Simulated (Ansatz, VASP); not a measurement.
## Two plane-wave programs on MgSe

Contents of INCAR:

```
PREC     = Accurate       # precision mode
ENCUT    = 520            # plane-wave cutoff, eV
EDIFF    = 1E-8           # SCF threshold, eV
ISMEAR   = -1             # smearing method
SIGMA    = 0.02           # smearing width, eV
LREAL    = F              # projectors in reciprocal space
LASPH    = T              # aspherical terms in the spheres
NELM     = 120            # most SCF steps
ALGO     = Normal         # electronic algorithm
ISIF     = 2              # what is computed and relaxed
LWAVE    = F              # write WAVECAR
LCHARG   = F              # write CHGCAR
GGA      = PE             # functional
LEFG     = T            
NBANDS   = 11             # bands
GGA_COMPAT= F
```

The input KPOINTS:

```
regular mesh
0
Gamma
  8 8 8
```

Contents of POSCAR:

```
MgSe
1.0
    0.0000000000      2.7072075025      2.7072075025
    2.7072075025      0.0000000000      2.7072075025
    2.7072075025      2.7072075025      0.0000000000
Mg Se
1 1
Direct
    0.0000000000      0.0000000000      0.0000000000
    0.5000000000      0.5000000000      0.5000000000
```

Input for Ansatz:

```yaml
crystal:
  lattice:
    - [0.0, 2.7072075025, 2.7072075025]
    - [2.7072075025, 0.0, 2.7072075025]
    - [2.7072075025, 2.7072075025, 0.0]
  atoms:
    - { symbol: Mg, position: [0.0, 0.0, 0.0] }
    - { symbol: Se, position: [0.5, 0.5, 0.5] }
kpoints:
  mp_grid: { grid: [8, 8, 8] }
scf:
  occupations: { method: fermi_dirac, width: 0.02 }
hamiltonian:
  xc: pbe
  pseudopotentials: { kind: paw }
output:
  forces: true
  stress: true
  eigenvalues: true
  efg: { contact_densities: true }
```

Change from the starting cell: volume scaled by 0.98, PAW files.

Alike in both runs: task electric field gradients; functional PBE; k mesh 8 × 8 × 8; occupations fermi-dirac, width 0.02 eV; no spin polarisation.

|  | VASP | Ansatz |
| --- | --- | --- |
| version | VASP 6.6.1 | Ansatz 0.2.0 |
| potentials or method | VASP PAW PBE potentials, release 64 (Mg, Se) | PAW with Ansatz's default frozen-core files, scalar-relativistic |
| plane-wave cutoff (eV) | 520 | 420 |
| valence electrons in the cell | 8 | 26 |

VASP gave:

```
gap on the k mesh at the Fermi level (eV) : 1.84
pressure (GPa)                            : 3.4
```

Task: Estimate Ansatz's values.

Result: gap on the k mesh at the Fermi level (eV): 1.86; pressure (GPa): 3.5.

VASP's potentials hold 8 valence electrons a cell and Ansatz's 26, so a difference there can come from the potentials and not from the codes.
